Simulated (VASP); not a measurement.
# ZrC (I4mm) in VASP: notebook

Runs on ZrC. Level: PBE. Tasks: single point.

Program: VASP 6.6.1. These are calculated values, not measurements. Logs are shortened: lines on timing, memory, paths and dates and some standing lists are left out, and cuts for length are marked.

## Step 1: The cell of the first run

It takes space group I4mm (No. 107, tetragonal). The conventional cell has a = 3.324 Å, b = 3.324 Å, c = 4.700 Å, α = 90.00°, β = 90.00°, γ = 90.00°. Zr (site symmetry 4mm) has 6 C at 2.28 to 2.43 Å within 3.0 Å. C (site symmetry 4mm) has 6 Zr at 2.28 to 2.43 Å within 3.0 Å.

## Step 2: Single point, PBE

File INCAR:

```
PREC     = Accurate       # precision mode
ENCUT    = 520            # plane-wave cutoff, eV
EDIFF    = 1E-6           # SCF threshold, eV
ISMEAR   = 0              # smearing method
SIGMA    = 0.15           # smearing width, eV
LREAL    = False          # projectors in reciprocal space
LASPH    = True           # aspherical terms in the spheres
NELM     = 100            # most SCF steps
ALGO     = Normal         # electronic algorithm
ISIF     = 2              # what is computed and relaxed
LWAVE    = False          # write WAVECAR
LCHARG   = True           # write CHGCAR
GGA      = PE             # functional
LELF     = True           # ELF
LVHAR    = True         
NBANDS   = 15             # bands
```

File KPOINTS:

```
Automatic mesh
0
Gamma
  18 18 18
```

File POSCAR:

```
ZrC
1.0
    0.0000000000      2.3502100000      2.3502100000
    2.3502100000      0.0000000000      2.3502100000
    2.3502100000      2.3502100000      0.0000000000
Zr C
1 1
Direct
    0.5000000000      0.5000000000      0.5000000000
   -0.0159560210     -0.0159560210      0.0159560210
```

Potentials or basis: VASP PAW PBE potentials, release 64 (Zr_sv, C).

Command:

```sh
> cat potpaw_PBE.64/Zr_sv/POTCAR potpaw_PBE.64/C/POTCAR > POTCAR
> mpirun -np 1 vasp_std > vasp.out
```

OUTCAR:

```text
PREC = Accurate
   ENCUT = 520
   EDIFF = 1E-6
   ISMEAR = 0
   LREAL = False
   LASPH = True
   NELM = 100
   ISIF = 2
   GGA = PE

 ion  position               nearest neighbor table
   1  0.500  0.500  0.500-   2 2.28   2 2.35   2 2.35   2 2.35   2 2.35   2 2.43
   2  0.984  0.984  0.016-   1 2.28   1 2.35   1 2.35   1 2.35   1 2.35   1 2.43

  LATTYP: Found a face centered cubic cell.
 ALAT       =     4.7004200000

  Lattice vectors:

 A1 = (   0.0000000000,   2.3502100000,   2.3502100000)
 A2 = (   2.3502100000,   0.0000000000,   2.3502100000)
 A3 = (   2.3502100000,   2.3502100000,   0.0000000000)

Analysis of symmetry for initial positions (statically):
=====================================================================
 Subroutine PRICEL returns:
 Original cell was already a primitive cell.

 Routine SETGRP: Setting up the symmetry group for a
 face centered cubic supercell.

 Subroutine GETGRP returns: Found  8 space group operations
 (whereof  8 operations were pure point group operations)
 out of a pool of 48 trial point group operations.

The static configuration has the point symmetry C_4v.

Analysis of symmetry for dynamics (positions and initial velocities):
=====================================================================
 Subroutine PRICEL returns:
 Original cell was already a primitive cell.

 Routine SETGRP: Setting up the symmetry group for a
 face centered cubic supercell.

 Subroutine GETGRP returns: Found  8 space group operations
 (whereof  8 operations were pure point group operations)
 out of a pool of 48 trial point group operations.

The dynamic configuration has the point symmetry C_4v.

 Subroutine INISYM returns: Found  8 space group operations
 (whereof  8 operations are pure point group operations),
 and found     1 'primitive' translations

----------------------------------------------------------------------------------------

                                     Primitive cell

  volume of cell :      25.9627

  direct lattice vectors                    reciprocal lattice vectors
     0.000000000  2.350210000  2.350210000    -0.212746946  0.212746946  0.212746946
     2.350210000  0.000000000  2.350210000     0.212746946 -0.212746946  0.212746946
     2.350210000  2.350210000  0.000000000     0.212746946  0.212746946 -0.212746946

  length of vectors
     3.323698856  3.323698856  3.323698856     0.368488520  0.368488520  0.368488520

  position of ions in fractional coordinates (direct lattice)
     0.500000000  0.500000000  0.500000000
     0.984043979  0.984043979  0.015956021

  ion indices of the primitive-cell ions
   primitive index   ion index
                 1           1
                 2           2

----------------------------------------------------------------------------------------

 KPOINTS: Automatic mesh

Automatic generation of k-mesh.
 Grid dimensions read from file:
 generate k-points for:   18   18   18

 Generating k-lattice:

  Cartesian coordinates                     Fractional coordinates (reciprocal lattice)
    -0.011819275  0.011819275  0.011819275     0.055555556  0.000000000  0.000000000
     0.011819275 -0.011819275  0.011819275     0.000000000  0.055555556  0.000000000
     0.011819275  0.011819275 -0.011819275     0.000000000  0.000000000  0.055555556

  Length of vectors
     0.020471584  0.020471584  0.020471584

  Shift w.r.t. Gamma in fractional coordinates (k-lattice)
     0.000000000  0.000000000  0.000000000

 Subroutine IBZKPT returns following result:
 ===========================================

 Found    480 irreducible k-points:

 Following reciprocal coordinates:
            Coordinates               Weight
  0.000000  0.000000  0.000000      1.000000
  0.055556  0.000000  0.000000      8.000000
  0.111111  0.000000  0.000000      8.000000
  0.166667  0.000000  0.000000      8.000000
  0.222222  0.000000  0.000000      8.000000
  0.277778  0.000000  0.000000      8.000000
[... 16 lines left out ...]
  0.388889  0.055556  0.000000      8.000000
  0.000000  0.388889  0.055556     16.000000
 [... further k-points ...]
   k-points           NKPTS =    480   k-points in BZ     NKDIM =    480   number of bands    NBANDS=     15
   number of dos      NEDOS =    301   number of ions     NIONS =      2
   total plane-waves  NPLWV =  21952
   dimension x,y,z NGX =    28 NGY =   28 NGZ =   28
   dimension x,y,z NGXF=    56 NGYF=   56 NGZF=   56
   ions per type =               1   1
   NGX,Y,Z   is equivalent  to a cutoff of  14.01, 14.01, 14.01 a.u.
   NGXF,Y,Z  is equivalent  to a cutoff of  28.01, 28.01, 28.01 a.u.
 SYSTEM =  unknown system
   PREC   = accura    normal or accurate (medium, high low for compatibility)
   ISTART =      0    job   : 0-new  1-cont  2-samecut
   ICHARG =      2    charge: 1-file 2-atom 10-const
   ISPIN  =      1    spin polarized calculation?
   LNONCOLLINEAR =      F non collinear calculations
   LSORBIT =      F    spin-orbit coupling
   LASPH  =      T    aspherical Exc in radial PAW
   ENCUT  =  520.0 eV  38.22 Ry    6.18 a.u.   6.18  6.18  6.18*2*pi/ulx,y,z
   NELM   =    100;   NELMIN=  2; NELMDL= -5     # of ELM steps
   EDIFF  = 0.1E-05   stopping-criterion for ELM
   LREAL  =      F    real-space projection
   EDIFFG = 0.1E-04   stopping-criterion for IOM
   NSW    =      0    number of steps for IOM
   IBRION =     -1    ionic relax: 0-MD 1-quasi-New 2-CG
   NFREE  =      0    steps in history (QN), initial steepest desc. (CG)
   ISIF   =      2    stress and relaxation
   ISYM   =      2    0-nonsym 1-usesym 2-fastsym
   POTIM  = 0.5000    time-step for ionic-motion
   TEBEG  =    0.0;   TEEND  =   0.0 temperature during run
   PSTRESS=    0.0 pullay stress
   NELECT =      16.0000    total number of electrons
   NUPDOWN=      -1.0000    fix difference up-down
   EMIN   =  10.00;   EMAX   =-10.00  energy-range for DOS
   EFERMI =   0.00;   METHOD = LEGACY
   ISMEAR =     0;   SIGMA  =   0.15  broadening in eV -4-tet -1-fermi 0-gaus
   EFERMI_NEDOS =   21; number of points for ismear=-14 and -15
   IALGO  =     38    algorithm
   IMIX   =      4    mixing-type and parameters
     AMIX     =   0.40;   BMIX     =  1.00
     AMIX_MAG =   1.60;   BMIX_MAG =  1.00
  volume/ion in A,a.u.               =      12.98        87.60
  Fermi-wavevector in a.u.,A,eV,Ry     =   1.393151  2.632673 26.407131  1.940869
  Thomas-Fermi vector in A             =   2.516825
   LORBIT       =      0    0 simple, 1 ext, 2 COOP (PROOUT), +10 PAW based schemes
   GGA     = PE    functional components
   LHFCALC =     F    Hartree Fock is set to
   AEXX    =    0.0000 exact exchange contribution
   IVDW    =     0    specifies the selected vdW correction
   LEPSILON=     F    determine dielectric tensor
   LRPA    =     F    only Hartree local field effects (RPA)
 non-spin polarized calculation
 Gauss-broadening in eV      SIGMA  =   0.15
  energy-cutoff  :      520.00
  volume of cell :       25.96
 maximum number of plane-waves:       725
 NGX is ok and might be reduce to    28
   NGX = 13   NGY = 13   NGZ = 13

 number of electron      16.0000000 magnetization

 Free energy of the ion-electron system (eV)
  ---------------------------------------------------
  ext. energy  EPLUGINS =         0.00000000
  ---------------------------------------------------
  free energy    TOTEN  =       -19.44305455 eV

  energy without entropy =      -19.43970452  energy(sigma->0) =      -19.44137954

 E-fermi :   9.6454     XC(G=0): -12.1308

 val. band max:        9.6358094035   @ k =   0.0000   0.3889   0.3889
 cond. band min:       9.6456357355   @ k =   0.0000   0.3889   0.3333
 fundamental gap:      0.0098263319
 Fermi energy:         9.6454139494

 k-point     1 :       0.0000    0.0000    0.0000
  band No.  band energies     occupation
      1     -38.4926      2.00000
      2     -16.2047      2.00000
      3     -16.2042      2.00000
      4     -16.2042      2.00000
      5      -1.6879      2.00000
      6      10.1883      0.00000
      7      10.1883      0.00000
      8      10.3898      0.00000
      9      10.7060      0.00000
     10      11.0823      0.00000
     11      11.0823      0.00000
     12      12.4253      0.00000
     13      12.6259      0.00000
     14      16.9045      0.00000
     15      20.0656      0.00000

 k-point     2 :       0.0556    0.0000    0.0000
  band No.  band energies     occupation
      1     -38.4895      2.00000
      2     -16.2323      2.00000
      3     -16.2068      2.00000
      4     -16.2067      2.00000
      5      -1.6173      2.00000
      6       9.6810      0.73742
      7       9.9302      0.00725
      8      10.1610      0.00000
      9      10.8347      0.00000
     10      11.0486      0.00000
     11      11.2786      0.00000
     12      12.8627      0.00000
     13      13.0189      0.00000
     14      17.0602      0.00000
     15      20.2604      0.00000

 k-point     3 :       0.1111    0.0000    0.0000
  band No.  band energies     occupation
      1     -38.4808      2.00000
      2     -16.3116      2.00000
      3     -16.2138      2.00000
      4     -16.2136      2.00000
      5      -1.4114      2.00000
      6       8.9216      2.00000
      7       9.3395      1.99608
      8       9.4883      1.86148
      9      11.0929      0.00000
     10      11.1811      0.00000
     11      11.6058      0.00000
     12      13.7515      0.00000
     13      13.8622      0.00000
     14      17.4760      0.00000
     15      20.8066      0.00000

 k-point     4 :       0.1667    0.0000    0.0000
  band No.  band energies     occupation
      1     -38.4674      2.00000
      2     -16.4309      2.00000
      3     -16.2244      2.00000
      4     -16.2243      2.00000
      5      -1.0864      2.00000
      6       8.0960      2.00000
      7       8.6964      2.00000
      8       8.7859      2.00000
      9      11.4379      0.00000
     10      11.4886      0.00000
     11      11.9079      0.00000
     12      14.7832      0.00000
     13      14.8684      0.00000
     14      18.0225      0.00000
     15      21.5850      0.00000
[... 307 lines left out ...]
 k-point    22 :       0.0000    0.3333    0.0556
  band No.  band energies     occupation
      1     -38.4201      2.00000
      2     -16.8105      2.00000
      3     -16.2787      2.00000
      4     -16.2621      2.00000
      5       0.1653      2.00000
      6       5.8791      2.00000
      7       7.2441      2.00000
      8       7.5185      2.00000
      9      12.1735      0.00000
     10      13.1552      0.00000
     11      13.3211      0.00000
     12      17.1179      0.00000
     13      17.8511      0.00000
     14      18.8663      0.00000
     15      23.3544      0.00000

 k-point    23 :       0.3889    0.0556    0.0000
  band No.  band energies     occupation
      1     -38.4055      2.00000
      2     -16.9264      2.00000
      3     -16.2873      2.00000
      4     -16.2773      2.00000
      5       0.6501      2.00000
      6       5.2263      2.00000
      7       6.9638      2.00000
      8       7.1353      2.00000
      9      12.7468      0.00000
     10      13.6821      0.00000
     11      13.8839      0.00000
     12      17.7818      0.00000
     13      18.0170      0.00000
     14      19.1876      0.00000
     15      23.8257      0.00000

 k-point    24 :       0.0000    0.3889    0.0556
  band No.  band energies     occupation
      1     -38.4055      2.00000
      2     -16.9262      2.00000
      3     -16.2873      2.00000
      4     -16.2772      2.00000
      5       0.6491      2.00000
      6       5.2251      2.00000
      7       6.9485      2.00000
      8       7.1561      2.00000
      9      12.7395      0.00000
     10      13.6624      0.00000
     11      13.8907      0.00000
     12      17.7881      0.00000
     13      18.1134      0.00000
     14      19.0953      0.00000
     15      23.7775      0.00000

 [... further k-points ...]

------------------------ aborting loop because EDIFF is reached ----------------------------------------

  FORCE on cell =-STRESS in cart. coord.  units (eV):
  Direction    XX          YY          ZZ          XY          YZ          ZX
  --------------------------------------------------------------------------------------
  -------------------------------------------------------------------------------------
  Total        0.2246831      0.2246831      0.4627623      0.0000000      0.0000000      0.0000000
  in kB       13.8653518     13.8653518     28.5573910      0.0000000      0.0000000      0.0000000
  external PRESSURE =      18.7626982 kB  Pullay stress =       0.0000000 kB

 VOLUME and BASIS-vectors are now :
 -----------------------------------------------------------------------------
  energy-cutoff  :      520.00
  volume of cell :       25.96
      direct lattice vectors                 reciprocal lattice vectors
     0.000000000  2.350210000  2.350210000    -0.212746946  0.212746946  0.212746946
     2.350210000  0.000000000  2.350210000     0.212746946 -0.212746946  0.212746946
     2.350210000  2.350210000  0.000000000     0.212746946  0.212746946 -0.212746946

 POSITION                                       TOTAL-FORCE (eV/Angst)
 -----------------------------------------------------------------------------------
      2.35021      2.35021      2.35021         0.000000      0.000000     -0.516168
      2.35021      2.35021      4.62542         0.000000      0.000000      0.516168
 -----------------------------------------------------------------------------------
    total drift:                               -0.000000     -0.000000     -0.000022

  FREE ENERGIE OF THE ION-ELECTRON SYSTEM (eV)
  ---------------------------------------------------
  free  energy   TOTEN  =       -19.4430545543 eV

  energy  without entropy=      -19.4397045217  energy(sigma->0) =      -19.44137954
```

It took 2.2 min on 1 thread of AMD EPYC 9R45 (Zen 5), shared host; peak memory 0.28 GiB.

Results:

- Free energy: -19.4431 eV
- Pressure: 1.9 GPa
- Largest force: 0.516 eV/Å
- Band gap on the k mesh: zero (bands 8 and 9 overlap by 1.15 eV)

Forces on the atoms (eV/Å):
```
Zr   0.000  0.000 -0.516
C    0.000  0.000  0.516
```

Caveat: the cell differs from its parent crystal (all C atoms moved +0.075 Å, as atom 2 towards its neighbour atom 1 (Zr) at 2.350 Å).

[end of part 1 of 2]
